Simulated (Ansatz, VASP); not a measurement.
GaN in VASP and in Ansatz

```
Ga N
1.0
     3.01380    0.00000    0.00000
    -1.50690    2.61003    0.00000
     0.00000    0.00000   10.02226
Ga N
4 4
Direct
  0.33333 0.66667 0.87711
  0.66667 0.33333 0.12289
  0.66667 0.33333 0.37711
  0.33333 0.66667 0.62289
  0.66667 0.33333 0.75000
  0.00000 0.00000 0.00000
  0.33333 0.66667 0.25000
  0.00000 0.00000 0.50000
```

Alike in both runs: functional PBE; k mesh 12 × 12 × 4; occupations gaussian, width 0.02 eV; no spin polarisation.

Ansatz relaxed the structure, and its values are those at the end. VASP's run is a single point on that final structure, the one shown.

|  | VASP | Ansatz |
| --- | --- | --- |
| version | VASP 6.6.1 | Ansatz 0.2.0 |
| potentials or method | VASP PAW PBE potentials, release 64 (Ga_d, N), cutoff 520 eV | scalar-relativistic, plane waves, PAW |
| valence electrons in the cell | 72 | 72 |

|  | VASP | Ansatz | Ansatz less VASP |
| --- | --- | --- | --- |
| gap on the k mesh at the Fermi level (eV) | 1.06 | 1.07 | +0.009 |
| least direct gap on the mesh (eV) | 1.28 | 1.29 | +0.008 |
| pressure (GPa) | 0.7 | 0.0 | -0.73 |
